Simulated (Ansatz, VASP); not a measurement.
## One calculation of Sb, two programs

```
Sb
1.0
     3.05866    0.00000    0.00000
     0.00000    4.25877    0.00000
    -0.03812    0.00000    4.31591
Sb
2
Direct
  0.01139 0.25000 0.24117
  0.98861 0.75000 0.75883
```

Alike in both runs: task single point; functional r2SCAN; k mesh 9 × 6 × 6; occupations fermi-dirac, width 0.05 eV; no spin polarisation.

|  | VASP | Ansatz |
| --- | --- | --- |
| version | VASP 6.6.1 | Ansatz 0.2.0 |
| potentials or method | VASP PAW PBE potentials, release 64 (Sb) | Ansatz PAW |
| plane-wave cutoff (eV) | 520 | 500 |
| valence electrons in the cell | 10 | 30 |

Ansatz gave:

```
gap on the k mesh at the Fermi level (eV)                     : none
pressure (GPa)                                                : 3.1
traceless stress, the component that is largest in VASP (GPa) : 0.14
rms of the force components (eV/Å)                            : 0.078
```

Task: Estimate VASP's values.

Result: gap on the k mesh at the Fermi level (eV): none; pressure (GPa): 3.2; traceless stress, the component that is largest in VASP (GPa): 0.14; rms of the force components (eV/Å): 0.084.

VASP's potentials were made for PBE, not for r2SCAN. Atom by atom the forces differ by 0.006 eV/Å (rms over components). A gap of «none» marks a metal or a gap that the smearing closes. VASP's potentials hold 10 valence electrons a cell and Ansatz's 30, so a difference there can come from the potentials and not from the codes.

Neither program's run includes spin-orbit coupling.
